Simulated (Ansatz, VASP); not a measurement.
# P in VASP and in Ansatz

The input INCAR:

```
ALGO = Normal
EDIFF = 1E-6
ENCUT = 520
GGA = PS
ISIF = 2
ISMEAR = 0
LASPH = True
LCHARG = True
LELF = True
LREAL = False
LVHAR = True
LWAVE = False
NBANDS = 18
NELM = 100
PREC = Accurate
SIGMA = 0.05
```

KPOINTS

```
k-points
0
Gamma
  10 1 8
```

POSCAR

```
P
1.0
    3.5379772094      0.0000000000      0.0000000000
    0.0000000000     37.5676824473      0.0000000000
    0.0000000000      0.0000000000      3.8236131962
P
4
Direct
    0.0000000000      0.9696876236      0.5826201292
    0.0000000000      0.0303123764      0.4173798708
    0.5000000000      0.0303123764      0.0826201292
    0.5000000000      0.9696876236      0.9173798708
```

Input for Ansatz:

```yaml
crystal:
  lattice:
    - [3.5379772094, 0.0, 0.0]
    - [0.0, 37.5676824473, 0.0]
    - [0.0, 0.0, 3.8236131962]
  atoms:
    - { symbol: P, position: [0.0, 0.9696876236, 0.5826201292] }
    - { symbol: P, position: [0.0, 0.0303123764, 0.4173798708] }
    - { symbol: P, position: [0.5, 0.0303123764, 0.0826201292] }
    - { symbol: P, position: [0.5, 0.9696876236, 0.9173798708] }
basis:
  ecutwfc: 420
kpoints:
  mp_grid: { grid: [10, 1, 8] }
hamiltonian:
  xc: pbesol
scf:
  occupations: { method: gaussian, width: 0.05 }
output:
  forces: true
  stress: true
  eigenvalues: true
```

Alike in both runs: task single point; functional PBEsol; k mesh 10 × 1 × 8; occupations gaussian, width 0.05 eV; no spin polarisation.

```csv
,VASP,Ansatz
version,VASP 6.6.1,Ansatz 0.2.0
potentials or method,"VASP PAW PBE potentials, release 64 (P), cutoff 520 eV","scalar-relativistic, plane waves, PAW"
valence electrons in the cell,20,20
```

```tsv
	VASP	Ansatz	Ansatz less VASP
gap on the k mesh at the Fermi level (eV)	none	none	-
rms of the force components (eV/Å)	0.920	0.926	+0.0054
```

VASP's potentials were made for PBE, not for PBEsol. Atom by atom the forces differ by 0.012 eV/Å (rms over components). A gap of «none» marks a metal or a gap that the smearing closes. With one functional, cell and mesh, what is left measures potentials, basis and numerics.
